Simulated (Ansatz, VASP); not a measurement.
AlN in VASP and in Ansatz

The input INCAR:

```
SYSTEM = AlN
PREC = Accurate ; ENCUT = 520
EDIFF = 1E-6 ; ISMEAR = 0
SIGMA = 0.05 ; LREAL = .FALSE.
LASPH = .TRUE. ; NELM = 100
ALGO = Normal ; ISIF = 2
LWAVE = .FALSE. ; LCHARG = .FALSE.
GGA = PS ; NBANDS = 16
```

The input KPOINTS:

```
Automatic mesh
0
G
  9 9 6
  0 0 0
```

POSCAR

```
AlN
1.0
    3.1246989183      0.0000000000      0.0000000000
   -1.5623494592      2.7060686424      0.0000000000
    0.0000000000      0.0000000000      4.1780349237
Al N
2 2
Direct
    0.3333333333      0.6666666667      0.7500000000
    0.6666666667      0.3333333333      0.2500000000
    0.3333333333      0.6666666667      0.2500000000
    0.6666666667      0.3333333333      0.7500000000
```

Input for Ansatz:

```yaml
crystal:
  lattice:
    - [3.1246989183, 0.0, 0.0]
    - [-1.5623494592, 2.7060686424, 0.0]
    - [0.0, 0.0, 4.1780349237]
  atoms:
    - { symbol: Al, position: [0.3333333333, 0.6666666667, 0.75] }
    - { symbol: Al, position: [0.6666666667, 0.3333333333, 0.25] }
    - { symbol: "N", position: [0.3333333333, 0.6666666667, 0.25] }
    - { symbol: "N", position: [0.6666666667, 0.3333333333, 0.75] }
basis:
  ecutwfc: 520.0
kpoints:
  mp_grid: { grid: [9, 9, 6] }
hamiltonian:
  xc: pbesol
  pseudopotentials: { kind: paw, azcp: { folder: soft_1 } }
scf:
  occupations: { method: gaussian, width: 0.05 }
output:
  forces: true
  stress: true
  eigenvalues: true
```

Alike in both runs: task single point; functional PBEsol; k mesh 9 × 9 × 6; occupations gaussian, width 0.05 eV; no spin polarisation.

|  | VASP | Ansatz |
| --- | --- | --- |
| version | VASP 6.6.1 | Ansatz 0.2.0 |
| potentials or method | VASP PAW PBE potentials, release 64 (Al, N), cutoff 520 eV | scalar-relativistic, plane waves, PAW |
| valence electrons in the cell | 16 | 16 |

|  | VASP | Ansatz | Ansatz less VASP |
| --- | --- | --- | --- |
| gap on the k mesh at the Fermi level (eV) | 4.00 | 3.98 | -0.020 |
| least direct gap on the mesh (eV) | 4.00 | 3.98 | -0.020 |

VASP's potentials were made for PBE, not for PBEsol, and Ansatz warns of the same on its side.
